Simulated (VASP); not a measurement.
# WC (P-6m2) in VASP: further runs

The runs below take WC through single point, with PBEsol.

Program: VASP 6.6.1. These are calculated values, not measurements. Logs are shortened: lines on timing, memory, paths and dates and some standing lists are left out, and cuts for length are marked.

## Step 1: The cell of the first run

Symmetry: P-6m2, No. 187, hexagonal system. Conventional cell: a = 2.901 Å, b = 2.901 Å, c = 2.829 Å, α = 90.00°, β = 90.00°, γ = 120.00°. W (site symmetry -6m2) has 6 C at 2.19 Å and 8 W at 2.83 to 2.90 Å within 3.0 Å. Within 3.0 Å of C (site symmetry -6m2) lie 6 W at 2.19 Å and 8 C at 2.83 to 2.90 Å.

## Step 2: Single point, PBEsol

INCAR reads:

```
SYSTEM = WC
PREC = Accurate
ENCUT = 910
EDIFF = 1E-6
ISMEAR = 0
SIGMA = 0.15
LREAL = .FALSE.
LASPH = .TRUE.
NELM = 120
ALGO = Normal
ISIF = 2
LWAVE = .FALSE.
LCHARG = .FALSE.
GGA = PS
NBANDS = 16
GGA_COMPAT = .FALSE.
```

KPOINTS reads:

```
Automatic mesh
0
G
  18 18 16
  0 0 0
```

POSCAR reads:

```
WC
1.0
    2.9005014360      0.0000000000      0.0000000000
   -1.4502507180      2.5119079273      0.0000000000
    0.0000000000      0.0000000000      2.8290000000
W C
1 1
Direct
    0.0000000000      0.0000000000      0.0000000000
    0.6666666667      0.3333333333      0.5000000000
```

Potentials or basis: VASP PAW PBE potentials, release 64 (W_sv, C_h).

The run is started by

```console
$ cat potpaw_PBE.64/W_sv/POTCAR potpaw_PBE.64/C_h/POTCAR > POTCAR
$ mpirun -np 1 vasp_std > vasp.out
```

OUTCAR:

```text
SYSTEM = WC
   PREC = Accurate
   ENCUT = 910
   EDIFF = 1E-6
   ISMEAR = 0
   LREAL = .FALSE.
   LASPH = .TRUE.
   NELM = 120
   ISIF = 2
   GGA = PS

 ion  position               nearest neighbor table
   1  0.000  0.000  0.000-   2 2.19   2 2.19   2 2.19   2 2.19   2 2.19   2 2.19
   2  0.667  0.333  0.500-   1 2.19   1 2.19   1 2.19   1 2.19   1 2.19   1 2.19

  LATTYP: Found a hexagonal cell.
 ALAT       =     2.9005014360
 C/A-ratio  =     0.9753485949

  Lattice vectors:

 A1 = (   2.9005014360,   0.0000000000,   0.0000000000)
 A2 = (  -1.4502507180,   2.5119079273,   0.0000000000)
 A3 = (   0.0000000000,   0.0000000000,   2.8290000000)

Analysis of symmetry for initial positions (statically):
=====================================================================
 Subroutine PRICEL returns:
 Original cell was already a primitive cell.

 Routine SETGRP: Setting up the symmetry group for a
 hexagonal supercell.

 Subroutine GETGRP returns: Found 12 space group operations
 (whereof 12 operations were pure point group operations)
 out of a pool of 24 trial point group operations.

The static configuration has the point symmetry D_3h.

Analysis of symmetry for dynamics (positions and initial velocities):
=====================================================================
 Subroutine PRICEL returns:
 Original cell was already a primitive cell.

 Routine SETGRP: Setting up the symmetry group for a
 hexagonal supercell.

 Subroutine GETGRP returns: Found 12 space group operations
 (whereof 12 operations were pure point group operations)
 out of a pool of 24 trial point group operations.

The dynamic configuration has the point symmetry D_3h.

 Subroutine INISYM returns: Found 12 space group operations
 (whereof 12 operations are pure point group operations),
 and found     1 'primitive' translations

----------------------------------------------------------------------------------------

                                     Primitive cell

  volume of cell :      20.6115

  direct lattice vectors                    reciprocal lattice vectors
     2.900501436  0.000000000  0.000000000     0.344767973  0.199051882  0.000000000
    -1.450250718  2.511907927  0.000000000     0.000000000  0.398103764  0.000000000
     0.000000000  0.000000000  2.829000000     0.000000000  0.000000000  0.353481796

  length of vectors
     2.900501436  2.900501436  2.829000000     0.398103764  0.398103764  0.353481796

  position of ions in fractional coordinates (direct lattice)
     0.000000000  0.000000000  0.000000000
     0.666666667  0.333333333  0.500000000

  ion indices of the primitive-cell ions
   primitive index   ion index
                 1           1
                 2           2

----------------------------------------------------------------------------------------

 KPOINTS: Automatic mesh

Automatic generation of k-mesh.
 Grid dimensions read from file:
 generate k-points for:   18   18   16

 Generating k-lattice:

  Cartesian coordinates                     Fractional coordinates (reciprocal lattice)
     0.019153776  0.011058438  0.000000000     0.055555556  0.000000000  0.000000000
     0.000000000  0.022116876  0.000000000     0.000000000  0.055555556  0.000000000
     0.000000000  0.000000000  0.022092612     0.000000000  0.000000000  0.062500000

  Length of vectors
     0.022116876  0.022116876  0.022092612

  Shift w.r.t. Gamma in fractional coordinates (k-lattice)
     0.000000000  0.000000000  0.000000000

 Subroutine IBZKPT returns following result:
 ===========================================

 Found    333 irreducible k-points:

 Following reciprocal coordinates:
            Coordinates               Weight
  0.000000  0.000000  0.000000      1.000000
  0.055556  0.000000  0.000000      6.000000
  0.111111  0.000000  0.000000      6.000000
  0.166667  0.000000  0.000000      6.000000
  0.222222 -0.000000  0.000000      6.000000
  0.277778  0.000000  0.000000      6.000000
[... 16 lines left out ...]
  0.333333  0.111111  0.000000     12.000000
  0.388889  0.111111  0.000000     12.000000
 [... further k-points ...]
   k-points           NKPTS =    333   k-points in BZ     NKDIM =    333   number of bands    NBANDS=     16
   number of dos      NEDOS =    301   number of ions     NIONS =      2
   total plane-waves  NPLWV =  25200
   dimension x,y,z NGX =    30 NGY =   30 NGZ =   28
   dimension x,y,z NGXF=    60 NGYF=   60 NGZF=   56
   ions per type =               1   1
   NGX,Y,Z   is equivalent  to a cutoff of  17.19, 17.19, 16.45 a.u.
   NGXF,Y,Z  is equivalent  to a cutoff of  34.39, 34.39, 32.91 a.u.
 SYSTEM =  WC
   PREC   = accura    normal or accurate (medium, high low for compatibility)
   ISTART =      0    job   : 0-new  1-cont  2-samecut
   ICHARG =      2    charge: 1-file 2-atom 10-const
   ISPIN  =      1    spin polarized calculation?
   LNONCOLLINEAR =      F non collinear calculations
   LSORBIT =      F    spin-orbit coupling
   LASPH  =      T    aspherical Exc in radial PAW
   ENCUT  =  910.0 eV  66.88 Ry    8.18 a.u.   7.13  7.13  6.96*2*pi/ulx,y,z
   NELM   =    120;   NELMIN=  2; NELMDL= -5     # of ELM steps
   EDIFF  = 0.1E-05   stopping-criterion for ELM
   LREAL  =      F    real-space projection
   EDIFFG = 0.1E-04   stopping-criterion for IOM
   NSW    =      0    number of steps for IOM
   IBRION =     -1    ionic relax: 0-MD 1-quasi-New 2-CG
   NFREE  =      0    steps in history (QN), initial steepest desc. (CG)
   ISIF   =      2    stress and relaxation
   ISYM   =      2    0-nonsym 1-usesym 2-fastsym
   POTIM  = 0.5000    time-step for ionic-motion
   TEBEG  =    0.0;   TEEND  =   0.0 temperature during run
   PSTRESS=    0.0 pullay stress
   NELECT =      18.0000    total number of electrons
   NUPDOWN=      -1.0000    fix difference up-down
   EMIN   =  10.00;   EMAX   =-10.00  energy-range for DOS
   EFERMI =   0.00;   METHOD = LEGACY
   ISMEAR =     0;   SIGMA  =   0.15  broadening in eV -4-tet -1-fermi 0-gaus
   EFERMI_NEDOS =   21; number of points for ismear=-14 and -15
   IALGO  =     38    algorithm
   IMIX   =      4    mixing-type and parameters
     AMIX     =   0.40;   BMIX     =  1.00
     AMIX_MAG =   1.60;   BMIX_MAG =  1.00
  volume/ion in A,a.u.               =      10.31        69.55
  Fermi-wavevector in a.u.,A,eV,Ry     =   1.564813  2.957068 33.315762  2.448639
  Thomas-Fermi vector in A             =   2.667381
   LORBIT       =      0    0 simple, 1 ext, 2 COOP (PROOUT), +10 PAW based schemes
   GGA     = PS    functional components
   LHFCALC =     F    Hartree Fock is set to
   AEXX    =    0.0000 exact exchange contribution
   IVDW    =     0    specifies the selected vdW correction
   LEPSILON=     F    determine dielectric tensor
   LRPA    =     F    only Hartree local field effects (RPA)
 non-spin polarized calculation
 Gauss-broadening in eV      SIGMA  =   0.15
  energy-cutoff  :      910.00
  volume of cell :       20.61
 maximum number of plane-waves:      1311
 NGX is ok and might be reduce to    30
   NGX = 15   NGY = 15   NGZ = 13

 number of electron      18.0000001 magnetization

 Free energy of the ion-electron system (eV)
  ---------------------------------------------------
  ext. energy  EPLUGINS =         0.00000000
  ---------------------------------------------------
  free energy    TOTEN  =       -23.90788636 eV

  energy without entropy =      -23.90435646  energy(sigma->0) =      -23.90612141

 E-fermi :  11.3659     XC(G=0): -14.0046

 val. band max:       11.3579501564   @ k =   0.0556   0.0000   0.2500
 cond. band min:      11.3690500130   @ k =   0.3333   0.3333   0.0625
 fundamental gap:      0.0110998566
 Fermi energy:        11.3658758151

 k-point     1 :       0.0000    0.0000    0.0000
  band No.  band energies     occupation
      1     -62.5576      2.00000
      2     -26.5427      2.00000
      3     -26.4394      2.00000
      4     -26.4394      2.00000
      5      -3.1172      2.00000
      6       6.9946      2.00000
[... 8 lines left out ...]
     15      25.7360      0.00000
     16      28.1216      0.00000

 k-point     2 :       0.0556    0.0000    0.0000
  band No.  band energies     occupation
      1     -62.5558      2.00000
      2     -26.5393      2.00000
      3     -26.4662      2.00000
      4     -26.4454      2.00000
      5      -3.0343      2.00000
      6       7.0256      2.00000
[... 8 lines left out ...]
     15      25.5411      0.00000
     16      28.2959      0.00000

 k-point     3 :       0.1111    0.0000    0.0000
  band No.  band energies     occupation
      1     -62.5506      2.00000
      2     -26.5427      2.00000
      3     -26.5294      2.00000
      4     -26.4628      2.00000
      5      -2.7921      2.00000
      6       7.0015      2.00000
[... 8 lines left out ...]
     15      25.2182      0.00000
     16      28.7980      0.00000

 k-point     4 :       0.1667    0.0000    0.0000
  band No.  band energies     occupation
      1     -62.5425      2.00000
      2     -26.6584      2.00000
      3     -26.5142      2.00000
      4     -26.4892      2.00000
      5      -2.4098      2.00000
      6       6.6334      2.00000
[... 8 lines left out ...]
     15      25.0452      0.00000
     16      29.5723      0.00000
[... 324 lines left out ...]
 k-point    22 :       0.2778    0.1111    0.0000
  band No.  band energies     occupation
      1     -62.5097      2.00000
      2     -27.0729      2.00000
      3     -26.6378      2.00000
      4     -26.4516      2.00000
      5      -0.5901      2.00000
      6       5.0196      2.00000
[... 8 lines left out ...]
     15      26.5268      0.00000
     16      27.9997      0.00000

 k-point    23 :       0.3333    0.1111    0.0000
  band No.  band energies     occupation
      1     -62.5021      2.00000
      2     -27.1654      2.00000
      3     -26.6709      2.00000
      4     -26.4371      2.00000
      5      -0.0686      2.00000
      6       4.6779      2.00000
[... 8 lines left out ...]
     15      26.0675      0.00000
     16      28.2289      0.00000

 k-point    24 :       0.3889    0.1111    0.0000
  band No.  band energies     occupation
      1     -62.4972      2.00000
      2     -27.2252      2.00000
      3     -26.6924      2.00000
      4     -26.4276      2.00000
      5       0.3126      2.00000
      6       4.4503      2.00000
[... 8 lines left out ...]
     15      25.2125      0.00000
     16      28.9346      0.00000

 [... further k-points ...]

------------------------ aborting loop because EDIFF is reached ----------------------------------------

  FORCE on cell =-STRESS in cart. coord.  units (eV):
  Direction    XX          YY          ZZ          XY          YZ          ZX
  --------------------------------------------------------------------------------------
  -------------------------------------------------------------------------------------
  Total        0.0366564      0.0366564      0.0752360      0.0000000      0.0000000     -0.0000000
  in kB        2.8493823      2.8493823      5.8482565      0.0000000      0.0000000     -0.0000000
  external PRESSURE =       3.8490070 kB  Pullay stress =       0.0000000 kB

 VOLUME and BASIS-vectors are now :
 -----------------------------------------------------------------------------
  energy-cutoff  :      910.00
  volume of cell :       20.61
      direct lattice vectors                 reciprocal lattice vectors
     2.900501436  0.000000000  0.000000000     0.344767973  0.199051882  0.000000000
    -1.450250718  2.511907927  0.000000000     0.000000000  0.398103764  0.000000000
     0.000000000  0.000000000  2.829000000     0.000000000  0.000000000  0.353481796

 POSITION                                       TOTAL-FORCE (eV/Angst)
 -----------------------------------------------------------------------------------
      0.00000      0.00000      0.00000         0.000000      0.000000      0.000000
      1.45025      0.83730      1.41450        -0.000000      0.000000      0.000000
 -----------------------------------------------------------------------------------
    total drift:                               -0.000000      0.000000      0.000000

  FREE ENERGIE OF THE ION-ELECTRON SYSTEM (eV)
  ---------------------------------------------------
  free  energy   TOTEN  =       -23.9078863623 eV

  energy  without entropy=      -23.9043564609  energy(sigma->0) =      -23.90612141
```

Run time: 1.9 min. Hardware: 1 thread of AMD EPYC 9R45 (Zen 5), shared host; peak memory 0.34 GiB.

Results:

- Free energy: -23.9079 eV
- Pressure: 0.4 GPa
- Band gap on the k mesh: zero (bands 9 and 10 overlap by 1.24 eV)

Caveat: the cutoff is under 1.25 times the usual one of these potentials, so pressure, stress and relaxed cells hold a basis-set (Pulay) error; the PAW data sets were made with another functional, which shifts forces and pressure a little; spin-orbit coupling is left out, which moves the levels of the heavy elements.

(Continued in part 2 of 2.)
